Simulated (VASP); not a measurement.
# PbS (P4mm) in VASP: single point with PBEsol

Aim: the single point of PbS with PBEsol.

Everything below comes from runs of VASP 6.6.1. Logs are shortened: lines on timing, memory, paths and dates and some standing lists are left out, and cuts for length are marked.

## 1. The cell of the first run

Symmetry: P4mm, No. 99, tetragonal system. Conventional cell: a = 3.654 Å, b = 3.654 Å, c = 3.654 Å, α = 90.00°, β = 90.00°, γ = 90.00°. Pb (site symmetry 4mm) has 8 S at 2.96 to 3.39 Å and 6 Pb at 3.65 Å within 3.9 Å. S (site symmetry 4mm) has 8 Pb at 2.96 to 3.39 Å and 6 S at 3.65 Å within 3.9 Å.

## 2. Single point, PBEsol (one atom moved)

Input file INCAR:

```
PREC     = Accurate       # precision mode
ENCUT    = 520            # plane-wave cutoff, eV
EDIFF    = 1E-6           # SCF threshold, eV
ISMEAR   = 0              # smearing method
SIGMA    = 0.1            # smearing width, eV
LREAL    = False          # projectors in reciprocal space
LASPH    = True           # aspherical terms in the spheres
NELM     = 60             # most SCF steps
ALGO     = Normal         # electronic algorithm
ISIF     = 2              # what is computed and relaxed
LWAVE    = False          # write WAVECAR
LCHARG   = False          # write CHGCAR
GGA      = PS             # functional
NBANDS   = 17             # bands
```

Input file KPOINTS:

```
regular mesh
0
Gamma
  10 10 10
```

Input file POSCAR:

```
PbS
1.0
    3.6536590000      0.0000000000      0.0000000000
    0.0000000000      3.6536590000      0.0000000000
    0.0000000000      0.0000000000      3.6536590000
Pb S
1 1
Direct
    0.0000000000      0.0000000000      0.0000000000
    0.5000000000      0.5000000000      0.6026368361
```

Potentials or basis: VASP PAW PBE potentials, release 64 (Pb_d, S).

On the command line:

```sh
$ cat potpaw_PBE.64/Pb_d/POTCAR potpaw_PBE.64/S/POTCAR > POTCAR
$ mpirun -np 1 vasp_std > vasp.out
```

OUTCAR:

```text
PREC = Accurate
   ENCUT = 520
   EDIFF = 1E-6
   ISMEAR = 0
   LREAL = False
   LASPH = True
   NELM = 60
   ISIF = 2
   GGA = PS

 ion  position               nearest neighbor table
   1  0.000  0.000  0.000-   2 2.96   2 2.96   2 2.96   2 2.96   2 3.39   2 3.39   2 3.39   2 3.39

   2  0.500  0.500  0.603-   1 2.96   1 2.96   1 2.96   1 2.96   1 3.39   1 3.39   1 3.39   1 3.39

  LATTYP: Found a simple cubic cell.
 ALAT       =     3.6536590000

  Lattice vectors:

 A1 = (   3.6536590000,   0.0000000000,   0.0000000000)
 A2 = (   0.0000000000,   3.6536590000,   0.0000000000)
 A3 = (   0.0000000000,   0.0000000000,   3.6536590000)

Analysis of symmetry for initial positions (statically):
=====================================================================
 Subroutine PRICEL returns:
 Original cell was already a primitive cell.

 Routine SETGRP: Setting up the symmetry group for a
 simple cubic supercell.

 Subroutine GETGRP returns: Found  8 space group operations
 (whereof  8 operations were pure point group operations)
 out of a pool of 48 trial point group operations.

The static configuration has the point symmetry C_4v.

Analysis of symmetry for dynamics (positions and initial velocities):
=====================================================================
 Subroutine PRICEL returns:
 Original cell was already a primitive cell.

 Routine SETGRP: Setting up the symmetry group for a
 simple cubic supercell.

 Subroutine GETGRP returns: Found  8 space group operations
 (whereof  8 operations were pure point group operations)
 out of a pool of 48 trial point group operations.

The dynamic configuration has the point symmetry C_4v.

 Subroutine INISYM returns: Found  8 space group operations
 (whereof  8 operations are pure point group operations),
 and found     1 'primitive' translations

----------------------------------------------------------------------------------------

                                     Primitive cell

  volume of cell :      48.7735

  direct lattice vectors                    reciprocal lattice vectors
     3.653659000  0.000000000  0.000000000     0.273698230  0.000000000  0.000000000
     0.000000000  3.653659000  0.000000000     0.000000000  0.273698230  0.000000000
     0.000000000  0.000000000  3.653659000     0.000000000  0.000000000  0.273698230

  length of vectors
     3.653659000  3.653659000  3.653659000     0.273698230  0.273698230  0.273698230

  position of ions in fractional coordinates (direct lattice)
     0.000000000  0.000000000  0.000000000
     0.500000000  0.500000000  0.602636836

  ion indices of the primitive-cell ions
   primitive index   ion index
                 1           1
                 2           2

----------------------------------------------------------------------------------------

 KPOINTS: regular mesh

Automatic generation of k-mesh.
 Grid dimensions read from file:
 generate k-points for:   10   10   10

 Generating k-lattice:

  Cartesian coordinates                     Fractional coordinates (reciprocal lattice)
     0.027369823  0.000000000  0.000000000     0.100000000  0.000000000  0.000000000
     0.000000000  0.027369823  0.000000000     0.000000000  0.100000000  0.000000000
     0.000000000  0.000000000  0.027369823     0.000000000  0.000000000  0.100000000

  Length of vectors
     0.027369823  0.027369823  0.027369823

  Shift w.r.t. Gamma in fractional coordinates (k-lattice)
     0.000000000  0.000000000  0.000000000

 Subroutine IBZKPT returns following result:
 ===========================================

 Found    126 irreducible k-points:

 Following reciprocal coordinates:
            Coordinates               Weight
  0.000000  0.000000  0.000000      1.000000
  0.100000  0.000000  0.000000      4.000000
  0.000000  0.000000  0.100000      2.000000
  0.200000  0.000000  0.000000      4.000000
  0.000000  0.000000  0.200000      2.000000
  0.300000  0.000000  0.000000      4.000000
[... 16 lines left out ...]
  0.500000  0.100000  0.000000      4.000000
  0.000000  0.500000  0.100000      4.000000
 [... further k-points ...]
   k-points           NKPTS =    126   k-points in BZ     NKDIM =    126   number of bands    NBANDS=     17
   number of dos      NEDOS =    301   number of ions     NIONS =      2
   total plane-waves  NPLWV =  21952
   dimension x,y,z NGX =    28 NGY =   28 NGZ =   28
   dimension x,y,z NGXF=    56 NGYF=   56 NGZF=   56
   ions per type =               1   1
   NGX,Y,Z   is equivalent  to a cutoff of  12.74, 12.74, 12.74 a.u.
   NGXF,Y,Z  is equivalent  to a cutoff of  25.48, 25.48, 25.48 a.u.
 SYSTEM =  unknown system
   PREC   = accura    normal or accurate (medium, high low for compatibility)
   ISTART =      0    job   : 0-new  1-cont  2-samecut
   ICHARG =      2    charge: 1-file 2-atom 10-const
   ISPIN  =      1    spin polarized calculation?
   LNONCOLLINEAR =      F non collinear calculations
   LSORBIT =      F    spin-orbit coupling
   LASPH  =      T    aspherical Exc in radial PAW
   ENCUT  =  520.0 eV  38.22 Ry    6.18 a.u.   6.79  6.79  6.79*2*pi/ulx,y,z
   NELM   =     60;   NELMIN=  2; NELMDL= -5     # of ELM steps
   EDIFF  = 0.1E-05   stopping-criterion for ELM
   LREAL  =      F    real-space projection
   EDIFFG = 0.1E-04   stopping-criterion for IOM
   NSW    =      0    number of steps for IOM
   IBRION =     -1    ionic relax: 0-MD 1-quasi-New 2-CG
   NFREE  =      0    steps in history (QN), initial steepest desc. (CG)
   ISIF   =      2    stress and relaxation
   ISYM   =      2    0-nonsym 1-usesym 2-fastsym
   POTIM  = 0.5000    time-step for ionic-motion
   TEBEG  =    0.0;   TEEND  =   0.0 temperature during run
   PSTRESS=    0.0 pullay stress
   NELECT =      20.0000    total number of electrons
   NUPDOWN=      -1.0000    fix difference up-down
   EMIN   =  10.00;   EMAX   =-10.00  energy-range for DOS
   EFERMI =   0.00;   METHOD = LEGACY
   ISMEAR =     0;   SIGMA  =   0.10  broadening in eV -4-tet -1-fermi 0-gaus
   EFERMI_NEDOS =   21; number of points for ismear=-14 and -15
   IALGO  =     38    algorithm
   IMIX   =      4    mixing-type and parameters
     AMIX     =   0.40;   BMIX     =  1.00
     AMIX_MAG =   1.60;   BMIX_MAG =  1.00
  volume/ion in A,a.u.               =      24.39       164.57
  Fermi-wavevector in a.u.,A,eV,Ry     =   1.216252  2.298383 20.126668  1.479268
  Thomas-Fermi vector in A             =   2.351612
   LORBIT       =      0    0 simple, 1 ext, 2 COOP (PROOUT), +10 PAW based schemes
   GGA     = PS    functional components
   LHFCALC =     F    Hartree Fock is set to
   AEXX    =    0.0000 exact exchange contribution
   IVDW    =     0    specifies the selected vdW correction
   LEPSILON=     F    determine dielectric tensor
   LRPA    =     F    only Hartree local field effects (RPA)
 non-spin polarized calculation
 Gauss-broadening in eV      SIGMA  =   0.10
  energy-cutoff  :      520.00
  volume of cell :       48.77
 maximum number of plane-waves:      1357
 NGX is ok and might be reduce to    28
   NGX = 13   NGY = 13   NGZ = 13

 number of electron      19.9999995 magnetization

 Free energy of the ion-electron system (eV)
  ---------------------------------------------------
  ext. energy  EPLUGINS =         0.00000000
  ---------------------------------------------------
  free energy    TOTEN  =        -9.05069103 eV

  energy without entropy =       -9.04820044  energy(sigma->0) =       -9.04944574

 E-fermi :   5.9094     XC(G=0): -10.3180

 val. band max:        5.8983776795   @ k =   0.1000   0.2000   0.2000
 cond. band min:       5.9403238078   @ k =   0.5000   0.5000   0.4000
 fundamental gap:      0.0419461283
 Fermi energy:         5.9093745157

 k-point     1 :       0.0000    0.0000    0.0000
  band No.  band energies     occupation
      1     -10.7772      2.00000
      2     -10.7522      2.00000
      3     -10.5609      2.00000
      4     -10.5609      2.00000
      5     -10.5414      2.00000
      6      -7.3118      2.00000
[... 9 lines left out ...]
     16      18.2131      0.00000
     17      18.3880      0.00000

 k-point     2 :       0.1000    0.0000    0.0000
  band No.  band energies     occupation
      1     -10.7734      2.00000
      2     -10.7391      2.00000
      3     -10.5676      2.00000
      4     -10.5605      2.00000
      5     -10.5474      2.00000
      6      -7.2235      2.00000
[... 9 lines left out ...]
     16      18.1155      0.00000
     17      18.1737      0.00000

 k-point     3 :       0.0000    0.0000    0.1000
  band No.  band energies     occupation
      1     -10.7622      2.00000
      2     -10.7512      2.00000
      3     -10.5666      2.00000
      4     -10.5666      2.00000
      5     -10.5408      2.00000
      6      -7.2326      2.00000
[... 9 lines left out ...]
     16      18.2691      0.00000
     17      18.2719      0.00000

 k-point     4 :       0.2000    0.0000    0.0000
  band No.  band energies     occupation
      1     -10.7682      2.00000
      2     -10.7005      2.00000
      3     -10.5849      2.00000
      4     -10.5649      2.00000
      5     -10.5574      2.00000
      6      -6.9672      2.00000
[... 9 lines left out ...]
     16      17.3772      0.00000
     17      18.1504      0.00000

 k-point     5 :       0.0000    0.0000    0.2000
  band No.  band energies     occupation
      1     -10.7486      2.00000
      2     -10.7232      2.00000
      3     -10.5813      2.00000
      4     -10.5813      2.00000
      5     -10.5394      2.00000
      6      -7.0059      2.00000
[... 9 lines left out ...]
     16      17.8322      0.00000
     17      18.2728      0.00000

 k-point     6 :       0.3000    0.0000    0.0000
  band No.  band energies     occupation
      1     -10.7637      2.00000
      2     -10.6515      2.00000
      3     -10.6060      2.00000
      4     -10.5840      2.00000
      5     -10.5562      2.00000
      6      -6.5784      2.00000
[... 9 lines left out ...]
     16      16.2247      0.00000
     17      18.5011      0.00000

 k-point     7 :       0.0000    0.0000    0.3000
  band No.  band energies     occupation
      1     -10.7454      2.00000
      2     -10.6755      2.00000
      3     -10.5995      2.00000
      4     -10.5995      2.00000
      5     -10.5376      2.00000
      6      -6.6730      2.00000
[... 9 lines left out ...]
     16      16.5609      0.00000
     17      18.5965      0.00000

 k-point     8 :       0.4000    0.0000    0.0000
  band No.  band energies     occupation
      1     -10.7604      2.00000
      2     -10.6238      2.00000
      3     -10.6109      2.00000
      4     -10.5999      2.00000
      5     -10.5546      2.00000
      6      -6.1574      2.00000
[... 9 lines left out ...]
     16      17.4887      0.00000
     17      18.8726      0.00000
[... 203 lines left out ...]
      1     -10.7345      2.00000
      2     -10.6690      2.00000
      3     -10.6099      2.00000
      4     -10.5986      2.00000
      5     -10.5434      2.00000
      6      -6.5900      2.00000
[... 9 lines left out ...]
     16      16.8427      0.00000
     17      17.3725      0.00000

 k-point    20 :       0.4000    0.1000    0.0000
  band No.  band energies     occupation
      1     -10.7498      2.00000
      2     -10.6273      2.00000
      3     -10.6087      2.00000
      4     -10.6038      2.00000
      5     -10.5601      2.00000
      6      -6.0832      2.00000
[... 9 lines left out ...]
     16      17.5635      0.00000
     17      17.7838      0.00000

 k-point    21 :       0.0000    0.4000    0.1000
  band No.  band energies     occupation
      1     -10.7483      2.00000
      2     -10.6349      2.00000
      3     -10.6058      2.00000
      4     -10.5989      2.00000
      5     -10.5599      2.00000
      6      -6.0917      2.00000
[... 9 lines left out ...]
     16      17.5022      0.00000
     17      17.9995      0.00000

 k-point    22 :       0.1000    0.0000    0.4000
  band No.  band energies     occupation
      1     -10.7317      2.00000
      2     -10.6346      2.00000
      3     -10.6217      2.00000
      4     -10.6131      2.00000
      5     -10.5419      2.00000
      6      -6.2582      2.00000
[... 9 lines left out ...]
     16      17.5841      0.00000
     17      17.8881      0.00000

 k-point    23 :       0.5000    0.1000    0.0000
  band No.  band energies     occupation
      1     -10.7485      2.00000
      2     -10.6341      2.00000
      3     -10.6146      2.00000
      4     -10.5890      2.00000
      5     -10.5594      2.00000
      6      -5.8797      2.00000
[... 9 lines left out ...]
     16      17.9641      0.00000
     17      18.5240      0.00000

 k-point    24 :       0.0000    0.5000    0.1000
  band No.  band energies     occupation
      1     -10.7471      2.00000
      2     -10.6416      2.00000
      3     -10.6049      2.00000
      4     -10.5906      2.00000
      5     -10.5592      2.00000
      6      -5.8876      2.00000
[... 9 lines left out ...]
     16      18.2227      0.00000
     17      18.5565      0.00000

 [... further k-points ...]
[... 5 lines left out ...]
  --------------------------------------------------------------------------------------
  -------------------------------------------------------------------------------------
  Total       -0.7099411     -0.7099411     -0.1444063      0.0000000      0.0000000      0.0000000
  in kB      -23.3210914    -23.3210914     -4.7436505      0.0000000      0.0000000      0.0000000
  external PRESSURE =     -17.1286111 kB  Pullay stress =       0.0000000 kB

 VOLUME and BASIS-vectors are now :
 -----------------------------------------------------------------------------
  energy-cutoff  :      520.00
  volume of cell :       48.77
      direct lattice vectors                 reciprocal lattice vectors
     3.653659000  0.000000000  0.000000000     0.273698230  0.000000000  0.000000000
     0.000000000  3.653659000  0.000000000     0.000000000  0.273698230  0.000000000
     0.000000000  0.000000000  3.653659000     0.000000000  0.000000000  0.273698230

 POSITION                                       TOTAL-FORCE (eV/Angst)
 -----------------------------------------------------------------------------------
      0.00000      0.00000      0.00000         0.000000      0.000000     -0.151533
      1.82683      1.82683      2.20183        -0.000000     -0.000000      0.151533
 -----------------------------------------------------------------------------------
    total drift:                               -0.000000     -0.000000      0.000130

  FREE ENERGIE OF THE ION-ELECTRON SYSTEM (eV)
  ---------------------------------------------------
  free  energy   TOTEN  =        -9.0506910338 eV

  energy  without entropy=       -9.0482004428  energy(sigma->0) =       -9.04944574
```

Run time: 1.8 min. Hardware: 1 thread of Intel Xeon 8259CL, shared host; peak memory 0.23 GiB.

What came out:

```
Free energy            : -9.0507 eV
Pressure               : -1.7 GPa
Largest force          : 0.152 eV/Å
Band gap on the k mesh : zero (bands 10 and 11 overlap by 0.41 eV)
```

Forces on the atoms (eV/Å):
```
Pb   0.000  0.000 -0.152
S    0.000  0.000  0.152
```

Stress tensor (GPa, compression positive):
```
-2.33  0.00  0.00
 0.00 -2.33  0.00
 0.00  0.00 -0.47
```

Caveat: the cell differs from its parent crystal (one atom moved); semilocal functionals underestimate gaps, and a narrow one can read as zero; the PAW data sets were made with another functional, which shifts forces and pressure a little; spin-orbit coupling is left out, which moves the levels of the heavy elements.

The gap in the log of VASP goes by the Fermi energy; the results here count the filled bands.